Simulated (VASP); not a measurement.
Input of a VASP 6.6.1 run:

Contents of INCAR:

```
SYSTEM = K
ALGO = Normal
EDIFF = 1E-6
ENCUT = 520
GGA = PE
ISIF = 2
ISMEAR = 0
LASPH = .TRUE.
LCHARG = .TRUE.
LELF = .TRUE.
LREAL = .FALSE.
LVHAR = .TRUE.
LWAVE = .FALSE.
NBANDS = 10
NELM = 100
PREC = Accurate
SIGMA = 0.1
```

File KPOINTS:

```
k-points
0
G
  12 12 12
  0 0 0
```

The input POSCAR:

```
K
1.0
   -2.2198024043      2.2198024043      2.2198024043
    2.2198024043     -2.2198024043      2.2198024043
    2.2198024043      2.2198024043     -2.2198024043
K
1
Direct
    0.0000000000      0.0000000000      0.0000000000
```

Potentials or basis: VASP PAW PBE potentials, release 64 (K_sv).

Launch:

```console
$ cat potpaw_PBE.64/K_sv/POTCAR > POTCAR
$ mpirun -np 1 vasp_std > vasp.out
```

Question: What does it give for the pressure?

Answer: 5.0 GPa.

Question: Estimate the band gap on the k mesh.

Answer: Zero (an odd number of electrons rules out a gap without spin polarisation).

Caveat: the cell stands under pressure.
